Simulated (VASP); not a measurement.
Wanted: the native input for a VASP 6.6.1 run.

* Task: single point
* Functional: r2SCAN
* Potentials or basis: VASP PAW PBE potentials, release 64 (Si, S)
* Cutoff: 550 eV
* k mesh: 6 × 6 × 6
* Occupations: gaussian, width 0.01 eV
* Spin: no spin polarisation
* Dipole correction: no
* Further INCAR settings: ALGO = Normal; EDIFF = 1e-06; NBANDS = 25

Crystal: SiS2.

```xyz
6
Lattice="-2.9055 5.1028 2.9249 2.9055 -5.1028 2.9249 2.9055 5.1028 -2.9249" Properties=species:S:1:pos:R:3 pbc="T T T"
Si    0.0000    0.0000    4.3873
Si    0.0000    0.0000    1.4624
S     1.1314    1.1202    0.0000
S     1.7741    3.9826    2.9249
S     1.7741    6.2230    0.0000
S     1.1314   -1.1202    2.9249
```

This cell differs from its parent crystal: strain +5.9%.

One way to write it, as run:

POSCAR

```
SiS2
1.0
   -2.9055252095      5.1028154578      2.9248646587
    2.9055252095     -5.1028154578      2.9248646587
    2.9055252095      5.1028154578     -2.9248646587
Si S
2 4
Direct
    0.7500000000      0.7500000000      0.0000000000
    0.2500000000      0.2500000000      0.0000000000
    0.1097599752      0.1946947022      0.3044546775
    0.8902400248      0.8053052978      0.6955453225
    0.6097599752      0.3053052978      0.9150652730
    0.3902400248      0.6946947022      0.0849347270
```

INCAR.step1

```
PREC = Accurate
ENCUT = 550
ISMEAR = 0
SIGMA = 0.01
LREAL = False
LASPH = True
NELM = 120
NBANDS = 25
GGA = PE
ALGO = Normal
EDIFF = 1E-5
LWAVE = True
LCHARG = False
GGA_COMPAT = False
```

INCAR.step2

```
PREC = Accurate
ENCUT = 550
EDIFF = 1E-6
ISMEAR = 0
SIGMA = 0.01
LREAL = False
LASPH = True
NELM = 120
ALGO = Normal
ISIF = 2
LWAVE = False
LCHARG = False
METAGGA = R2SCAN
LMIXTAU = True
NBANDS = 25
ISTART = 1
GGA_COMPAT = False
```

KPOINTS

```
Automatic mesh
0
Gamma
  6 6 6
```

Potentials or basis: VASP PAW PBE potentials, release 64 (Si, S).

Run with:

```bash
$ cat potpaw_PBE.64/Si/POTCAR potpaw_PBE.64/S/POTCAR > POTCAR
$ cp INCAR.step1 INCAR
$ mpirun -np 1 vasp_std > vasp.out
$ cp INCAR.step2 INCAR
$ mpirun -np 1 vasp_std > vasp.out
```

It gave:

```yaml
Pressure: -2.6 GPa
Largest_force: 0.094 eV/Å
Band_gap_on_the_k_mesh: 3.45 eV (least direct gap 3.71 eV)
```

Caveat: the cell differs from its parent crystal (strain +5.9%); the stress differs along the axes, from -7 to -0 GPa; the PAW data sets were made with another functional, which shifts forces and pressure a little.

Wall time 25 min on 1 thread of Intel Xeon 8259CL, on a shared host, peak memory 0.47 GiB.
